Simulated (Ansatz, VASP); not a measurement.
AlSn4: VASP beside Ansatz

INCAR

```
  PREC = Accurate
  ENCUT = 520
  EDIFF = 1E-6
  ISMEAR = 0
  SIGMA = 0.1
  LREAL = False
  LASPH = True
  NELM = 80
  ALGO = Normal
  ISIF = 2
  LWAVE = False
  LCHARG = False
  GGA = PE
  NBANDS = 38
```

KPOINTS

```
regular mesh
0
Gamma
  3 3 4
```

Contents of POSCAR:

```
AlSn4
1.0
    5.7995985000      0.0000000000      0.0000000000
   -2.8997992500      5.0225996400      0.0000000000
    0.0000000000      0.0000000000      4.7631809500
Al Sn
1 4
Direct
    0.0000000000      0.0000000000      0.0000000000
    0.5410496400      0.0000000000      0.5000000000
    0.0000000000      0.5410496400      0.5000000000
    0.4589503600      0.4589503600      0.5000000000
    0.0000000000      0.0000000000      0.5000000000
```

Input for Ansatz:

```yaml
crystal:
  lattice:
    - [5.7995985, 0.0, 0.0]
    - [-2.89979925, 5.02259964, 0.0]
    - [0.0, 0.0, 4.76318095]
  atoms:
    - { symbol: Al, position: [0.0, 0.0, 0.0] }
    - { symbol: Sn, position: [0.54104964, 0.0, 0.5] }
    - { symbol: Sn, position: [0.0, 0.54104964, 0.5] }
    - { symbol: Sn, position: [0.45895036, 0.45895036, 0.5] }
    - { symbol: Sn, position: [0.0, 0.0, 0.5] }
basis:
  ecutwfc: 420
kpoints:
  mp_grid: { grid: [3, 3, 4] }
hamiltonian:
  xc: pbe
scf:
  occupations: { method: gaussian, width: 0.1 }
  lower_state_search: "off"
output:
  forces: true
  stress: true
  eigenvalues: true
```

Alike in both runs: task single point; functional PBE; k mesh 3 × 3 × 4; occupations gaussian, width 0.1 eV; no spin polarisation.

|  | VASP | Ansatz |
| --- | --- | --- |
| version | VASP 6.6.1 | Ansatz 0.2.0 |
| potentials or method | VASP PAW PBE potentials, release 64 (Al, Sn_d), cutoff 520 eV | scalar-relativistic, plane waves, PAW |
| valence electrons in the cell | 59 | 59 |

```csv
,VASP,Ansatz,Ansatz less VASP
gap on the k mesh at the Fermi level (eV),none,none,-
pressure (GPa),17.9,18.0,+0.08
"traceless stress, the component that is largest in VASP (GPa)",-5.12,-5.07,+0.042
rms of the force components (eV/Å),0.561,0.560,-0.0006
```

Atom by atom the forces differ by 0.001 eV/Å (rms over components). A gap of «none» marks a metal or a gap that the smearing closes.

The k mesh is coarse, so the values compare programs but aren't converged.
